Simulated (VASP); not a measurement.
Write the native input for VASP 6.6.1 that does the following.

- Task: single point
- Functional: PBE
- Potentials or basis: VASP PAW PBE potentials, release 64 (Ru_pv)
- Cutoff: 520 eV
- k mesh: 15 × 15 × 4
- Occupations: fermi-dirac, width 0.1 eV
- Spin: no spin polarisation
- Dipole correction: no
- Further INCAR settings: ALGO = Normal; EDIFF = 1e-06; NBANDS = 36

The structure of Ru lies in POSCAR:

```
Ru
1.0
    2.6358071668      0.0000000000      0.0000000000
   -1.3179035834      2.2826759659      0.0000000000
    0.0000000000      0.0000000000      8.4622311419
Ru
4
Direct
    1.0000000000      1.0000000000      0.0000000000
    1.0000000000      1.0000000000      0.5000000000
    0.3333333333      0.6666666667      0.2500000000
    0.6666666667      0.3333333333      0.7500000000
```

This cell differs from its parent crystal: volume scaled by 0.92.

These files were run (other wordings do the same):

INCAR

```
SYSTEM = Ru
ALGO = Normal
EDIFF = 1E-6
ENCUT = 520
GGA = PE
ISIF = 2
ISMEAR = -1
LASPH = .True.
LCHARG = .False.
LREAL = .False.
LWAVE = .False.
NBANDS = 36
NELM = 80
PREC = Accurate
SIGMA = 0.1
```

KPOINTS

```
k-points
0
Gamma
  15 15 4
  0 0 0
```

Potentials or basis: VASP PAW PBE potentials, release 64 (Ru_pv).

Command:

```console
$ cat potpaw_PBE.64/Ru_pv/POTCAR > POTCAR
$ mpirun -np 1 vasp_std > vasp.out
```

It gave:

| Property | Result |
| --- | --- |
| Pressure | 31.0 GPa |
| Band gap on the k mesh | zero (band 28 reaches 15.78 eV, above the bottom of band 29 at 12.65 eV) |

Run time: 65 s on 1 thread of Intel(R) Xeon(R) Platinum 8488C (Sapphire Rapids) (shared host), peak memory 0.24 GiB.
